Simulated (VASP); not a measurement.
# SnO (Pmmn) in VASP: further runs

The runs below take SnO through single point, with r2SCAN.

All numbers are computed with VASP 6.6.1; they aren't measurements. Logs are shortened: lines on timing, memory, paths and dates and some standing lists are left out, and cuts for length are marked.

### 1 The cell of the first run

The typed cell holds 4 atoms: a = 3.809 Å, b = 4.936 Å, c = 3.807 Å, α = 90.00°, β = 90.00°, γ = 90.00°.

### 2 Single point, r2SCAN

POSCAR reads:

```
SnO
1.0
    3.8092992235      0.0000000000      0.0000000000
    0.0000000000      4.9364621609      0.0000000000
    0.0000000000      0.0000000000      3.8066786573
Sn O
2 2
Direct
    0.0000000000      0.2323679859      0.3749975655
    0.5000000000      0.7676320141     -0.1250024345
    0.0000000000      0.9998743752      0.8750034345
    0.5000000000      0.0001256248      0.3750034345
```

INCAR.step1 reads:

```
ALGO     = Normal         # electronic algorithm
EDIFF    = 1E-4           # SCF threshold, eV
ENCUT    = 520            # plane-wave cutoff, eV
GGA      = PE             # functional
ISMEAR   = 0              # smearing method
LASPH    = True           # aspherical terms in the spheres
LCHARG   = False          # write CHGCAR
LREAL    = False          # projectors in reciprocal space
LWAVE    = True           # write WAVECAR
NBANDS   = 28             # bands
NELM     = 100            # most SCF steps
PREC     = Accurate       # precision mode
SIGMA    = 0.02           # smearing width, eV
```

INCAR.step2 reads:

```
ALGO     = Normal         # electronic algorithm
EDIFF    = 1E-7           # SCF threshold, eV
ENCUT    = 520            # plane-wave cutoff, eV
ISIF     = 2              # what is computed and relaxed
ISMEAR   = 0              # smearing method
ISTART   = 1            
LASPH    = True           # aspherical terms in the spheres
LCHARG   = False          # write CHGCAR
LMIXTAU  = True         
LREAL    = False          # projectors in reciprocal space
LWAVE    = False          # write WAVECAR
METAGGA  = R2SCAN         # meta-GGA
NBANDS   = 28             # bands
NELM     = 100            # most SCF steps
PREC     = Accurate       # precision mode
SIGMA    = 0.02           # smearing width, eV
```

KPOINTS reads:

```
k-points
0
Gamma
  8 6 6
```

Potentials or basis: VASP PAW PBE potentials, release 64 (Sn_d, O).

On the command line:

```sh
> cat potpaw_PBE.64/Sn_d/POTCAR potpaw_PBE.64/O/POTCAR > POTCAR
> cp INCAR.step1 INCAR
> mpirun -np 1 vasp_std > vasp.out
> cp INCAR.step2 INCAR
> mpirun -np 1 vasp_std > vasp.out
```

OUTCAR:

```text
EDIFF = 1E-7
   ENCUT = 520
   ISIF = 2
   ISMEAR = 0
   ISTART = 1
   LASPH = True
   LREAL = False
   METAGGA = R2SCAN
   NELM = 100
   PREC = Accurate

 ion  position               nearest neighbor table
   1  0.000  0.232  0.375-   3 2.22   3 2.22   4 2.22   4 2.22   2 3.54   2 3.54   2 3.54   2 3.54

   2  0.500  0.768  0.875-   4 2.22   4 2.22   3 2.22   3 2.22   1 3.54   1 3.54   1 3.54   1 3.54

   3  0.000  1.000  0.875-   1 2.22   1 2.22   2 2.22   2 2.22
   4  0.500  0.000  0.375-   2 2.22   2 2.22   1 2.22   1 2.22

  LATTYP: Found a simple orthorhombic cell.
 ALAT       =     3.8066786573
 B/A-ratio  =     1.0006884128
 C/A-ratio  =     1.2967898279

  Lattice vectors:

 A1 = (   0.0000000000,   0.0000000000,   3.8066786573)
 A2 = (   3.8092992235,   0.0000000000,   0.0000000000)
 A3 = (   0.0000000000,   4.9364621609,   0.0000000000)

Analysis of symmetry for initial positions (statically):
=====================================================================
 Subroutine PRICEL returns:
 Original cell was already a primitive cell.

 Routine SETGRP: Setting up the symmetry group for a
 simple orthorhombic supercell.

 Subroutine GETGRP returns: Found  4 space group operations
 (whereof  2 operations were pure point group operations)
 out of a pool of  8 trial point group operations.

The static configuration has the point symmetry C_1h.
 The point group associated with its full space group is C_2v.

Analysis of symmetry for dynamics (positions and initial velocities):
=====================================================================
 Subroutine PRICEL returns:
 Original cell was already a primitive cell.

 Routine SETGRP: Setting up the symmetry group for a
 simple orthorhombic supercell.

 Subroutine GETGRP returns: Found  4 space group operations
 (whereof  2 operations were pure point group operations)
 out of a pool of  8 trial point group operations.

The dynamic configuration has the point symmetry C_1h.
 The point group associated with its full space group is C_2v.

 Subroutine INISYM returns: Found  4 space group operations
 (whereof  2 operations are pure point group operations),
 and found     1 'primitive' translations

----------------------------------------------------------------------------------------

                                     Primitive cell

  volume of cell :      71.5825

  direct lattice vectors                    reciprocal lattice vectors
     3.809299224  0.000000000  0.000000000     0.262515476  0.000000000  0.000000000
     0.000000000  4.936462161  0.000000000     0.000000000  0.202574226  0.000000000
     0.000000000  0.000000000  3.806678657     0.000000000  0.000000000  0.262696195

  length of vectors
     3.809299224  4.936462161  3.806678657     0.262515476  0.202574226  0.262696195

  position of ions in fractional coordinates (direct lattice)
     0.000000000  0.232367986  0.374997566
     0.500000000  0.767632014  0.874997566
     0.000000000  0.999874375  0.875003435
     0.500000000  0.000125625  0.375003435

  ion indices of the primitive-cell ions
   primitive index   ion index
                 1           1
                 2           2
                 3           3
                 4           4

----------------------------------------------------------------------------------------

 KPOINTS: k-points

Automatic generation of k-mesh.
 Grid dimensions read from file:
 generate k-points for:    8    6    6

 Generating k-lattice:

  Cartesian coordinates                     Fractional coordinates (reciprocal lattice)
     0.032814435  0.000000000  0.000000000     0.125000000  0.000000000  0.000000000
     0.000000000  0.033762371  0.000000000     0.000000000  0.166666667  0.000000000
     0.000000000  0.000000000  0.043782699     0.000000000  0.000000000  0.166666667

  Length of vectors
     0.032814435  0.033762371  0.043782699

  Shift w.r.t. Gamma in fractional coordinates (k-lattice)
     0.000000000  0.000000000  0.000000000

 Subroutine IBZKPT returns following result:
 ===========================================

 Found     80 irreducible k-points:

 Following reciprocal coordinates:
            Coordinates               Weight
  0.000000  0.000000  0.000000      1.000000
  0.125000  0.000000  0.000000      2.000000
  0.250000  0.000000  0.000000      2.000000
  0.375000  0.000000  0.000000      2.000000
  0.500000  0.000000  0.000000      1.000000
  0.000000  0.166667  0.000000      2.000000
[... 16 lines left out ...]
  0.250000  0.000000  0.166667      4.000000
  0.375000  0.000000  0.166667      4.000000
 [... further k-points ...]
   k-points           NKPTS =     80   k-points in BZ     NKDIM =     80   number of bands    NBANDS=     28
   number of dos      NEDOS =    301   number of ions     NIONS =      4
   total plane-waves  NPLWV =  31360
   dimension x,y,z NGX =    28 NGY =   40 NGZ =   28
   dimension x,y,z NGXF=    56 NGYF=   80 NGZF=   56
   ions per type =               2   2
   NGX,Y,Z   is equivalent  to a cutoff of  12.22, 13.47, 12.23 a.u.
   NGXF,Y,Z  is equivalent  to a cutoff of  24.44, 26.94, 24.46 a.u.
 SYSTEM =  unknown system
   PREC   = accura    normal or accurate (medium, high low for compatibility)
   ISTART =      1    job   : 0-new  1-cont  2-samecut
   ICHARG =      0    charge: 1-file 2-atom 10-const
   ISPIN  =      1    spin polarized calculation?
   LNONCOLLINEAR =      F non collinear calculations
   LSORBIT =      F    spin-orbit coupling
   LASPH  =      T    aspherical Exc in radial PAW
   ENCUT  =  520.0 eV  38.22 Ry    6.18 a.u.   7.08  9.18  7.08*2*pi/ulx,y,z
   NELM   =    100;   NELMIN=  2; NELMDL=  0     # of ELM steps
   EDIFF  = 0.1E-06   stopping-criterion for ELM
   LREAL  =      F    real-space projection
   EDIFFG = 0.1E-05   stopping-criterion for IOM
   NSW    =      0    number of steps for IOM
   IBRION =     -1    ionic relax: 0-MD 1-quasi-New 2-CG
   NFREE  =      0    steps in history (QN), initial steepest desc. (CG)
   ISIF   =      2    stress and relaxation
   ISYM   =      2    0-nonsym 1-usesym 2-fastsym
   POTIM  = 0.5000    time-step for ionic-motion
   TEBEG  =    0.0;   TEEND  =   0.0 temperature during run
   PSTRESS=    0.0 pullay stress
   NELECT =      40.0000    total number of electrons
   NUPDOWN=      -1.0000    fix difference up-down
   EMIN   =  10.00;   EMAX   =-10.00  energy-range for DOS
   EFERMI =   0.00;   METHOD = LEGACY
   ISMEAR =     0;   SIGMA  =   0.02  broadening in eV -4-tet -1-fermi 0-gaus
   EFERMI_NEDOS =   21; number of points for ismear=-14 and -15
   IALGO  =     38    algorithm
   IMIX   =      4    mixing-type and parameters
     AMIX     =   0.40;   BMIX     =  1.00
     AMIX_MAG =   1.60;   BMIX_MAG =  1.00
  volume/ion in A,a.u.               =      17.90       120.77
  Fermi-wavevector in a.u.,A,eV,Ry     =   1.348422  2.548148 24.738678  1.818242
  Thomas-Fermi vector in A             =   2.476092
   LORBIT       =      0    0 simple, 1 ext, 2 COOP (PROOUT), +10 PAW based schemes
   METAGGA = R2SCAN    functional components
   LHFCALC =     F    Hartree Fock is set to
   AEXX    =    0.0000 exact exchange contribution
   IVDW    =     0    specifies the selected vdW correction
   LEPSILON=     F    determine dielectric tensor
   LRPA    =     F    only Hartree local field effects (RPA)
 non-spin polarized calculation
 Gauss-broadening in eV      SIGMA  =   0.02
  energy-cutoff  :      520.00
  volume of cell :       71.58
 maximum number of plane-waves:      1952
   NGX = 15   NGY = 19   NGZ = 15

 number of electron      39.9999994 magnetization

 Free energy of the ion-electron system (eV)
  ---------------------------------------------------
  ext. energy  EPLUGINS =         0.00000000
  ---------------------------------------------------
  free energy    TOTEN  =       -66.90375360 eV

  energy without entropy =      -66.90375360  energy(sigma->0) =      -66.90375360

 E-fermi :   6.9978     XC(G=0): -10.7950

 val. band max:        6.9013157188   @ k =   0.0000   0.0000   0.0000
 cond. band min:       7.2724720008   @ k =   0.5000   0.0000   0.5000
 fundamental gap:      0.3711562819
 Fermi energy:         6.9977607302

 k-point     1 :       0.0000    0.0000    0.0000
  band No.  band energies     occupation
      1     -16.0280      2.00000
      2     -15.4657      2.00000
      3     -15.4493      2.00000
      4     -15.4493      2.00000
      5     -15.4029      2.00000
      6     -15.3797      2.00000
[... 20 lines left out ...]
     27      14.0504      0.00000
     28      14.7236      0.00000

 k-point     2 :       0.1250    0.0000    0.0000
  band No.  band energies     occupation
      1     -16.0193      2.00000
      2     -15.4864      2.00000
      3     -15.4466      2.00000
      4     -15.4459      2.00000
      5     -15.4422      2.00000
      6     -15.4048      2.00000
[... 20 lines left out ...]
     27      14.3239      0.00000
     28      15.8853      0.00000

 k-point     3 :       0.2500    0.0000    0.0000
  band No.  band energies     occupation
      1     -15.9946      2.00000
      2     -15.6453      2.00000
      3     -15.4385      2.00000
      4     -15.4372      2.00000
      5     -15.4307      2.00000
      6     -15.4094      2.00000
[... 20 lines left out ...]
     27      14.6404      0.00000
     28      17.9334      0.00000

 k-point     4 :       0.3750    0.0000    0.0000
  band No.  band energies     occupation
      1     -15.9533      2.00000
      2     -15.7867      2.00000
      3     -15.4270      2.00000
      4     -15.4266      2.00000
      5     -15.4173      2.00000
      6     -15.4145      2.00000
[... 20 lines left out ...]
     27      15.1086      0.00000
     28      17.2036      0.00000

 k-point     5 :       0.5000    0.0000    0.0000
  band No.  band energies     occupation
      1     -15.8877      2.00000
      2     -15.8877      2.00000
      3     -15.4196      2.00000
      4     -15.4196      2.00000
      5     -15.4171      2.00000
      6     -15.4171      2.00000
[... 20 lines left out ...]
     27      15.9081      0.00000
     28      15.9081      0.00000

 k-point     6 :       0.0000    0.1667    0.0000
  band No.  band energies     occupation
      1     -16.0249      2.00000
      2     -15.4690      2.00000
      3     -15.4434      2.00000
      4     -15.4434      2.00000
      5     -15.4003      2.00000
      6     -15.3828      2.00000
[... 463 lines left out ...]
      5     -15.4425      2.00000
      6     -15.4062      2.00000
[... 20 lines left out ...]
     27      14.4106      0.00000
     28      16.5788      0.00000

 k-point    22 :       0.1250    0.0000    0.1667
  band No.  band energies     occupation
      1     -16.0061      2.00000
      2     -15.5858      2.00000
      3     -15.4533      2.00000
      4     -15.4518      2.00000
      5     -15.4286      2.00000
      6     -15.4042      2.00000
[... 20 lines left out ...]
     27      15.4188      0.00000
     28      16.8859      0.00000

 k-point    23 :       0.2500    0.0000    0.1667
  band No.  band energies     occupation
      1     -15.9871      2.00000
      2     -15.7041      2.00000
      3     -15.4518      2.00000
      4     -15.4396      2.00000
      5     -15.4146      2.00000
      6     -15.4067      2.00000
[... 20 lines left out ...]
     27      15.9795      0.00000
     28      16.1820      0.00000

 k-point    24 :       0.3750    0.0000    0.1667
  band No.  band energies     occupation
      1     -15.9552      2.00000
      2     -15.8184      2.00000
      3     -15.4413      2.00000
      4     -15.4286      2.00000
      5     -15.4091      2.00000
      6     -15.4088      2.00000
[... 20 lines left out ...]
     27      15.3743      0.00000
     28      15.8200      0.00000

 [... further k-points ...]

------------------------ aborting loop because EDIFF is reached ----------------------------------------

  FORCE on cell =-STRESS in cart. coord.  units (eV):
  Direction    XX          YY          ZZ          XY          YZ          ZX
  --------------------------------------------------------------------------------------
  -------------------------------------------------------------------------------------
  Total        0.2620249      0.2363686      0.2625267      0.0000000      0.0000000      0.0000000
  in kB        5.8647021      5.2904567      5.8759355      0.0000000      0.0000000      0.0000000
  external PRESSURE =       5.6770314 kB  Pullay stress =       0.0000000 kB

 VOLUME and BASIS-vectors are now :
 -----------------------------------------------------------------------------
  energy-cutoff  :      520.00
  volume of cell :       71.58
      direct lattice vectors                 reciprocal lattice vectors
     3.809299224  0.000000000  0.000000000     0.262515476  0.000000000  0.000000000
     0.000000000  4.936462161  0.000000000     0.000000000  0.202574226  0.000000000
     0.000000000  0.000000000  3.806678657     0.000000000  0.000000000  0.262696195

 POSITION                                       TOTAL-FORCE (eV/Angst)
 -----------------------------------------------------------------------------------
      0.00000      1.14708      1.42750         0.000000      0.143342      0.000083
      1.90465      3.78939      3.33083         0.000000     -0.143342      0.000083
      0.00000      4.93584      3.33086         0.000000     -0.000330     -0.000083
      1.90465      0.00062      1.42752         0.000000      0.000330     -0.000083
 -----------------------------------------------------------------------------------
    total drift:                                0.000000      0.000000      0.000002

  FREE ENERGIE OF THE ION-ELECTRON SYSTEM (eV)
  ---------------------------------------------------
  free  energy   TOTEN  =       -66.9037536022 eV

  energy  without entropy=      -66.9037536022  energy(sigma->0) =      -66.90375360
```

Wall time 7.1 min (1 thread of Intel Xeon 6975P-C, shared host); peak memory 0.27 GiB.

Results:

```yaml
Free_energy: -66.9038 eV
Pressure: 0.6 GPa
Largest_force: 0.143 eV/Å
Band_gap_on_the_k_mesh: 0.37 eV, indirect (least direct gap 2.34 eV)
```

Forces in eV/Å, atoms in the order of the input:
```
Sn   0.000  0.143  0.000
Sn   0.000 -0.143  0.000
O    0.000  0.000  0.000
O    0.000  0.000  0.000
```

Caveat: the PAW data sets were made with another functional, which shifts forces and pressure a little; spin-orbit coupling is left out, which moves the levels of the heavy elements. A k mesh can miss the band edges.

[end of part 1 of 2]
